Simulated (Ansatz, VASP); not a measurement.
**Two plane-wave programs on Al5In2Ga4BP12**

```
B Al P Ga In
1.0
    -5.50372   -5.50905    0.00732
    -0.00258    5.50424    5.50007
    -5.48794    5.50059   -5.49379
B Al P Ga In
1 5 12 4 2
Direct
  0.99760 0.49965 0.00226
  0.50194 0.00197 0.00631
  0.99786 0.99981 0.99859
  0.83966 0.17591 0.67355
  0.50183 0.50132 0.00577
  0.16274 0.82824 0.31791
  0.33403 0.16762 0.92698
  0.85021 0.20185 0.92613
  0.68754 0.34283 0.57407
  0.14928 0.33029 0.56527
  0.50396 0.50481 0.25430
  0.99855 0.50155 0.21488
  0.29880 0.64999 0.94201
  0.85029 0.64960 0.92687
  0.68528 0.84248 0.59575
  0.15053 0.82238 0.56518
  0.50383 0.00090 0.25515
  0.99756 0.99931 0.24597
  0.67668 0.33955 0.32454
  0.16192 0.33718 0.31680
  0.83996 0.66248 0.67380
  0.67182 0.83660 0.34275
  0.33497 0.16923 0.65782
  0.32975 0.66594 0.67560
```

Alike in both runs: functional PBE; k mesh 3 × 3 × 2; occupations gaussian, width 0.1 eV; no spin polarisation.

Ansatz relaxed the structure, and its values are those at the end. VASP's run is a single point on that final structure, the one shown.

|  | VASP | Ansatz |
| --- | --- | --- |
| version | VASP 6.6.1 | Ansatz 0.2.0 |
| potentials or method | VASP PAW PBE potentials, release 64 (B, Al, P, Ga_d, In_d), cutoff 520 eV | scalar-relativistic, plane waves, PAW |
| valence electrons in the cell | 156 | 156 |

Ansatz gave:

* gap on the k mesh at the Fermi level (eV): 0.97
* least direct gap on the mesh (eV): 1.09
* pressure (GPa): 0.0
* rms of the force components (eV/Å): 0.010

Q: Estimate VASP's values.

A: gap on the k mesh at the Fermi level (eV): 0.96; least direct gap on the mesh (eV): 1.08; pressure (GPa): -0.1; rms of the force components (eV/Å): 0.011.
